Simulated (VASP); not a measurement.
Write the native input for VASP 6.6.1 that does the following.

| Property | Result |
| --- | --- |
| Task | density of states |
| Functional | PBEsol |
| Potentials or basis | VASP PAW PBE potentials, release 64 (Bi_d) |
| Cutoff | 520 eV |
| k mesh | 9 × 9 × 3 |
| Occupations | fermi-dirac, width 0.08 eV |
| Spin | no spin polarisation |
| Dipole correction | no |
| k mesh for the DOS | 14 × 14 × 5 |
| Occupations for the DOS | tetrahedron |
| Further INCAR settings | ALGO = Normal; EDIFF = 1e-07; NBANDS = 22 |

Bi:

```
Bi
1.0
     4.53900    0.00000    0.00000
    -2.26950    3.93089    0.00000
     0.00000    0.00000   11.82900
Bi
2
Direct
  0.33333 0.66667 0.25000
  0.66667 0.33333 0.75000
```

These files were run (other wordings do the same):

POSCAR

```
Bi
1.0
    4.5390002997      0.0000000000      0.0000000000
   -2.2695001499      3.9308895674      0.0000000000
    0.0000000000      0.0000000000     11.8290000000
Bi
2
Direct
    0.3333333333      0.6666666667      0.2500000000
    0.6666666667      0.3333333333      0.7500000000
```

INCAR.step1

```
SYSTEM = Bi
PREC = Accurate
ENCUT = 520
EDIFF = 1E-7
ISMEAR = -1
SIGMA = 0.08
LREAL = .False.
LASPH = .True.
NELM = 80
ALGO = Normal
ISIF = 2
LWAVE = .False.
LCHARG = .True.
GGA = PS
NBANDS = 22
```

KPOINTS.step1

```
Automatic mesh
0
Gamma
  9 9 3
  0 0 0
```

INCAR.step2

```
SYSTEM = Bi
PREC = Accurate
ENCUT = 520
EDIFF = 1E-7
ISMEAR = -5
SIGMA = 0.08
LREAL = .False.
LASPH = .True.
NELM = 80
ALGO = Normal
ISIF = 2
LWAVE = .False.
LCHARG = .False.
GGA = PS
LORBIT = 11
NBANDS = 22
NEDOS = 1001
ICHARG = 11
```

KPOINTS.step2

```
Automatic mesh
0
Gamma
  14 14 5
  0 0 0
```

Potentials or basis: VASP PAW PBE potentials, release 64 (Bi_d).

Command:

```console
$ cat potpaw_PBE.64/Bi_d/POTCAR > POTCAR
$ cp INCAR.step1 INCAR
$ cp KPOINTS.step1 KPOINTS
$ mpirun -np 1 vasp_std > vasp.out
$ cp INCAR.step2 INCAR
$ cp KPOINTS.step2 KPOINTS
$ mpirun -np 1 vasp_std > vasp.out
```

Results of the run:

* Valence electrons inside the program's atomic spheres: Bi 12.57

Caveat: spin-orbit coupling is left out, which moves the levels of the heavy elements.

Wall time 2.6 min on 1 thread of Intel(R) Xeon(R) Platinum 8559C (Emerald Rapids), on a shared host, peak memory 0.46 GiB.
